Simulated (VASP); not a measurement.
A run of VASP 6.6.1 is set up as follows.

INCAR

```
SYSTEM = Ta
PREC = Accurate ; ENCUT = 600
EDIFF = 1E-6 ; ISMEAR = 0
SIGMA = 0.1 ; LREAL = .FALSE.
LASPH = .TRUE. ; NELM = 80
ALGO = Fast ; ISIF = 3
LWAVE = .FALSE. ; LCHARG = .FALSE.
GGA = CA ; IBRION = 2
NSW = 100 ; EDIFFG = -0.002
```

KPOINTS

```
Automatic mesh
0
G
  16 16 16
  0 0 0
```

The input POSCAR:

```
Ta
1.0
   -1.6234849722      1.6234849722      1.6234849722
    1.6234849722     -1.6234849722      1.6234849722
    1.6234849722      1.6234849722     -1.6234849722
Ta
1
Direct
    0.0000000000      0.0000000000      0.0000000000
```

Potentials or basis: VASP PAW LDA potentials, release 64 (Ta_pv).

The run is started by

```sh
$ cat potpaw_LDA.64/Ta_pv/POTCAR > POTCAR
$ mpirun -np 1 vasp_std > vasp.out
```

What does it give for the relaxed volume?

17.27 Å³/atom.

What does it give for the relaxed cell?

a = 2.820 Å, b = 2.820 Å, c = 2.820 Å, α = 109.47°, β = 109.47°, γ = 109.47°.

Final structure:
```cif
data_structure
_symmetry_space_group_name_H-M 'P 1'
_symmetry_Int_Tables_number 1
_cell_length_a 2.8205
_cell_length_b 2.8205
_cell_length_c 2.8205
_cell_angle_alpha 109.471
_cell_angle_beta 109.471
_cell_angle_gamma 109.471
_cell_volume 17.27
loop_
_atom_site_label
_atom_site_type_symbol
_atom_site_fract_x
_atom_site_fract_y
_atom_site_fract_z
_atom_site_occupancy
Ta1 Ta 0.00000 0.00000 0.00000 1
```
